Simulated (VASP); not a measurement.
Wanted: the native input for a VASP 6.6.1 run.

```
Task                   : single point
Functional             : PBE
Potentials or basis    : VASP PAW PBE potentials, release 64 (Lu)
Cutoff                 : 520 eV
k mesh                 : 15 × 15 × 15
Occupations            : fermi-dirac, width 0.05 eV
Spin                   : no spin polarisation
Dipole correction      : no
Further INCAR settings : ALGO = Normal; EDIFF = 1e-06; NBANDS = 18
```

The structure of Lu lies in POSCAR:

```
Lu
1.0
   -1.8695497684      1.8695497684      1.8695497684
    1.8695497684     -1.8695497684      1.8695497684
    1.8695497684      1.8695497684     -1.8695497684
Lu
1
Direct
    0.0000000000      0.0000000000      0.0000000000
```

This isn't the form of Lu at room conditions, which is hcp.

One way to write it, as run:

INCAR

```
SYSTEM = Lu
PREC = Accurate ; ENCUT = 520
EDIFF = 1E-6 ; ISMEAR = -1
SIGMA = 0.05 ; LREAL = .False.
LASPH = .True. ; NELM = 100
ALGO = Normal ; ISIF = 2
LWAVE = .False. ; LCHARG = .True.
GGA = PE ; LELF = .True.
LVHAR = .True. ; NBANDS = 18
```

KPOINTS

```
Automatic mesh
0
Gamma
  15 15 15
  0 0 0
```

Potentials or basis: VASP PAW PBE potentials, release 64 (Lu).

The run is started by

```bash
$ cat potpaw_PBE.64/Lu/POTCAR > POTCAR
$ mpirun -np 1 vasp_std > vasp.out
```

Results of the run:

```yaml
Pressure: 6.8 GPa
Band_gap_on_the_k_mesh: zero (an odd number of electrons rules out a gap without spin polarisation)
```

Caveat: the cell stands under pressure; spin-orbit coupling is left out, which moves the levels of the heavy elements.

It took 57 s on 1 thread of AMD EPYC 7R13, with other jobs on the host, peak memory 0.19 GiB.
